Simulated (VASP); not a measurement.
Here is a VASP 6.6.1 calculation.

Contents of POSCAR:

```
N
1.0
    9.0000000000      0.0000000000      0.0000000000
    0.0000000000      9.5000000000      0.0000000000
    0.0000000000      0.0000000000     10.0000000000
N
2
Direct
    0.5000000000      0.5000000000      0.4453621350
    0.5000000000      0.5000000000      0.5546378650
```

The input INCAR.step1:

```
ALGO = Normal
EDIFF = 1E-5
ENCUT = 1080
GGA = PE
GGA_COMPAT = F
ISMEAR = -1
LASPH = T
LCHARG = F
LREAL = F
LWAVE = T
NBANDS = 12
NELM = 120
NELMDL = -8
PREC = Accurate
SIGMA = 0.02
```

File INCAR.step2:

```
ALGO = Normal
EDIFF = 1E-6
ENCUT = 1080
GGA_COMPAT = F
ISIF = 2
ISMEAR = -1
ISTART = 1
LASPH = T
LCHARG = F
LMIXTAU = T
LREAL = F
LWAVE = F
METAGGA = R2SCAN
NBANDS = 12
NELM = 120
PREC = Accurate
SIGMA = 0.02
```

Contents of KPOINTS:

```
k-points
0
Gamma
  1 1 1
```

Potentials or basis: VASP PAW PBE potentials, release 64 (N_h).

Command:

```bash
$ cat potpaw_PBE.64/N_h/POTCAR > POTCAR
$ cp INCAR.step1 INCAR
$ mpirun -np 1 vasp_gam > vasp.out
$ cp INCAR.step2 INCAR
$ mpirun -np 1 vasp_gam > vasp.out
```

What does it give for the gap between the frontier levels?

9.15 eV.

Estimate the largest force.

0.051 eV/Å.

Forces on the atoms (eV/Å):
```
N    0.000  0.000 -0.051
N    0.000  0.000  0.051
```

Caveat: the PAW data sets were made with another functional, which shifts forces and pressure a little.
